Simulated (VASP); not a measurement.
Write the native input for VASP 6.6.1 that does the following.

```yaml
Task: single point
Functional: PBE
Potentials_or_basis: VASP PAW PBE potentials, release 64 (Rb_sv, Br)
Cutoff: 520 eV
k_mesh: 1 × 1 × 1
Occupations: fermi-dirac, width 0.1034 eV
Spin: no spin polarisation
Dipole_correction: no
Further_INCAR_settings: LREAL = Auto; ALGO = Normal; EDIFF = 1e-07; NBANDS = 78
```

The structure of RbBr lies in POSCAR:

```
RbBr
1.0
    0.0000000000      8.3607480348      0.0000000000
    0.0000000000      0.0000000000      8.3607480348
    8.3607480348      0.0000000000      0.0000000000
Rb Br
8 8
Direct
    0.0069683956     -0.0037244275     -0.0198902059
    0.0019517392      0.5297499675      0.0252300391
    0.5145774017      0.0345412873      0.0647489911
    0.4804149082      0.3991517250     -0.0663130856
    0.0252935502     -0.0055283331      0.5165775816
   -0.0307246432      0.4808012373      0.4956265854
    0.4993233838     -0.0385879348      0.5173234479
    0.4972796672      0.4944953469      0.5044134786
    0.2264076123      0.2693018604      0.2216607883
    0.2843591255      0.7540935301      0.2365161576
    0.7212141754      0.3094042530      0.2285282360
    0.7908843769      0.7519729065      0.3315839669
    0.2617519379      0.2267330617      0.6844461735
    0.2488807211      0.7823648043      0.7574877240
    0.7145017378      0.2193553726      0.7229326820
    0.7572579599      0.8034723654      0.7765010945
```

This cell differs from its parent crystal: dynamics (nve) at 1200 K, volume x 1.04, from the last frame before.

One way to write it, as run:

INCAR

```
ALGO     = Normal         # electronic algorithm
EDIFF    = 1E-7           # SCF threshold, eV
ENCUT    = 520            # plane-wave cutoff, eV
GGA      = PE             # functional
ISIF     = 2              # what is computed and relaxed
ISMEAR   = -1             # smearing method
LASPH    = True           # aspherical terms in the spheres
LCHARG   = False          # write CHGCAR
LREAL    = Auto         
LWAVE    = False          # write WAVECAR
NBANDS   = 78             # bands
NELM     = 100            # most SCF steps
PREC     = Accurate       # precision mode
SIGMA    = 0.1034         # smearing width, eV
```

KPOINTS

```
k-points
0
Gamma
  1 1 1
```

Potentials or basis: VASP PAW PBE potentials, release 64 (Rb_sv, Br).

Command:

```bash
$ cat potpaw_PBE.64/Rb_sv/POTCAR potpaw_PBE.64/Br/POTCAR > POTCAR
$ mpirun -np 1 vasp_gam > vasp.out
```

Results of the run:

The pressure is 2.9 GPa and the largest force is 1.401 eV/Å. The band gap on the k mesh is 3.68 eV.

Caveat: the k points lie up to 0.75 Å⁻¹ apart; forces of over 1 eV/Å act on the atoms, so gaps and moduli don't describe the material at rest.

Wall time 38 s on 1 thread of AMD EPYC 9R45 96-Core Processor (Zen 5), with other jobs on the host, peak memory 0.5 GiB.
